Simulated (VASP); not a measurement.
AlAs, 2 atoms in the cell. It takes space group F-43m (No. 216, cubic). Conventional cell: a = 5.611 Å, b = 5.611 Å, c = 5.611 Å, α = 90.00°, β = 90.00°, γ = 90.00°. Within 3.2 Å of Al (site symmetry -43m) lie 4 As at 2.43 Å. As (site symmetry -43m) has 4 Al at 2.43 Å within 3.2 Å. 

| Quantity | Value |
| --- | --- |
| Program | VASP 6.6.1 |
| Task | single point |
| Functional | r2SCAN |
| Potentials or basis | VASP PAW PBE potentials, release 64 (Al, As) |
| Cutoff | 550 eV |
| k mesh | 8 × 8 × 8 |
| Occupations | fermi-dirac, width 0.0272 eV |
| Spin | no spin polarisation |
| Dipole correction | no |
| Further INCAR settings | ALGO = Normal; EDIFF = 1e-06; NBANDS = 11 |

Potentials or basis: VASP PAW PBE potentials, release 64 (Al, As).

Run with:

```bash
$ cat potpaw_PBE.64/Al/POTCAR potpaw_PBE.64/As/POTCAR > POTCAR
$ cp INCAR.step1 INCAR
$ mpirun -np 1 vasp_std > vasp.out
$ cp INCAR.step2 INCAR
$ mpirun -np 1 vasp_std > vasp.out
```

Hardware: 1 thread of AMD EPYC 7R43 64-Core Processor (Zen 3), with other jobs on the host.

**Question.** How long does it take, and how much memory?

**Answer.** Wall time 96 s on 1 thread of AMD EPYC 7R43 64-Core Processor (Zen 3) (shared host), peak memory 0.14 GiB. Counts: k points 29.
